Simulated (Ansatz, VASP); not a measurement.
## MgO: VASP beside Ansatz

The input INCAR:

```
ALGO     = Normal         # electronic algorithm
EDIFF    = 1E-7           # SCF threshold, eV
ENCUT    = 520            # plane-wave cutoff, eV
ISIF     = 2              # what is computed and relaxed
ISMEAR   = 0              # smearing method
LASPH    = True           # aspherical terms in the spheres
LCHARG   = False          # write CHGCAR
LREAL    = False          # projectors in reciprocal space
LWAVE    = False          # write WAVECAR
NBANDS   = 11             # bands
NELM     = 80             # most SCF steps
PREC     = Accurate       # precision mode
SIGMA    = 0.01           # smearing width, eV
```

KPOINTS

```
k-points
0
Gamma
  6 6 6
```

Contents of POSCAR:

```
MgO
1.0
   -0.0103800000      2.1340300000      2.0785000000
    2.0860000000     -0.0171000000      2.0852200000
    2.0729500000      2.1276900000     -0.0040400000
Mg O
1 1
Direct
    0.9960300000      0.0476900000      0.9449100000
    0.5139600000      0.5606200000      0.4707200000
```

Input for Ansatz:

```yaml
crystal:
  lattice:
    - [-0.01038, 2.13403, 2.0785]
    - [2.086, -0.0171, 2.08522]
    - [2.07295, 2.12769, -0.00404]
  atoms:
    - { symbol: Mg, position: [0.99603, 0.04769, 0.94491] }
    - { symbol: O, position: [0.51396, 0.56062, 0.47072] }
basis:
  ecutwfc: 540.0
  xc_grid: 2
kpoints:
  mp_grid:
    grid: [6, 6, 6]
hamiltonian:
  xc: lda
scf:
  convergence:
    dr2_threshold: 1.0e-09
  occupations:
    method: fixed
output:
  forces: true
  stress: true
```

Alike in both runs: task single point; functional LDA; k mesh 6 × 6 × 6; no spin polarisation.

|  | VASP | Ansatz |
| --- | --- | --- |
| version | VASP 6.6.1 | Ansatz 0.2.0 |
| potentials or method | VASP PAW LDA potentials, release 64 (Mg, O), cutoff 520 eV | plane waves, PAW |
| occupations | gaussian, width 0.01 eV | fixed |
| valence electrons in the cell | 8 | 16 |

Ansatz gave:

```
pressure (GPa)                                                : -3.3
traceless stress, the component that is largest in VASP (GPa) : -2.67
rms of the force components (eV/Å)                            : 0.394
```

Problem. Estimate VASP's values.

Solution. Pressure (GPa): -5.0; traceless stress, the component that is largest in VASP (GPa): -2.68; rms of the force components (eV/Å): 0.405.

LDA's correlation is that of Perdew and Zunger in VASP and of Perdew and Wang (1992) in Ansatz. Atom by atom the forces differ by 0.012 eV/Å (rms over components). VASP's potentials hold 8 valence electrons a cell and Ansatz's 16, so a difference there can come from the potentials and not from the codes. Ansatz's warnings: stress scf threshold loose.

The k mesh is coarse, so the values compare programs but aren't converged.
